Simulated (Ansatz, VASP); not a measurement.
Ni: VASP beside Ansatz

```
CELL_PARAMETERS angstrom
0.00000 1.76725 1.76725
1.76725 0.00000 1.76725
1.76725 1.76725 0.00000
ATOMIC_POSITIONS crystal
Ni 0.00000 0.00000 0.00000
```

Alike in both runs: task single point; functional r2SCAN; k mesh 14 × 14 × 14; occupations tetrahedron; collinear spin.

```csv
,VASP,Ansatz
version,VASP 6.6.1,Ansatz 0.2.0
potentials or method,"VASP PAW PBE potentials, release 64 (Ni), cutoff 520 eV","PAW, plane waves, scalar-relativistic"
valence electrons in the cell,10,18
```

Ansatz gave:

| Property | Result |
| --- | --- |
| pressure (GPa) | -9.6 |
| net moment per atom (μB) | 0.74 |
| size of the moment on the site where the two differ most (μB) | 0.81 |

Problem. Estimate VASP's values.

Solution. Pressure (GPa): -9.2; net moment per atom (μB): 0.72; size of the moment on the site where the two differ most (μB): 0.74.

VASP's potentials were made for PBE, not for r2SCAN. Site moments also hang on the region over which each program counts them. With one functional, cell and mesh, what is left measures potentials, basis and numerics. VASP's potentials hold 10 valence electrons a cell and Ansatz's 18, so a difference there can come from the potentials and not from the codes. Ansatz's warnings: band table not solved further, stability check not made, tetrahedron derivatives may miss energy slope.
